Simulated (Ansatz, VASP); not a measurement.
## C in VASP and in Ansatz

```xyz
2
Lattice="0.0000 1.7801 1.6911 1.7801 0.0000 1.6911 1.7801 1.7801 0.0000" Properties=species:S:1:pos:R:3 pbc="T T T"
C     1.7801    1.7801    1.6911
C     2.6702    2.6702    2.5367
```

Change from the starting cell: strain +0.000 along x and y, -0.050 along z, atoms carried along.

Alike in both runs: task single point; functional r2SCAN; k mesh 12 × 12 × 12; occupations gaussian, width 0.05 eV; no spin polarisation.

|  | VASP | Ansatz |
| --- | --- | --- |
| version | VASP 6.6.1 | Ansatz 0.2.0 |
| potentials or method | VASP PAW PBE potentials, release 64 (C), cutoff 520 eV | scalar-relativistic, plane waves, PAW |
| valence electrons in the cell | 8 | 8 |

|  | VASP | Ansatz | Ansatz less VASP |
| --- | --- | --- | --- |
| gap on the k mesh at the Fermi level (eV) | 3.09 | 3.12 | +0.033 |
| least direct gap on the mesh (eV) | 5.02 | 5.07 | +0.049 |
| pressure (GPa) | 26.8 | 25.4 | -1.33 |
| traceless stress, the component that is largest in VASP (GPa) | 33.84 | 33.90 | +0.063 |

VASP's potentials were made for PBE, not for r2SCAN. With one functional, cell and mesh, what is left measures potentials, basis and numerics.
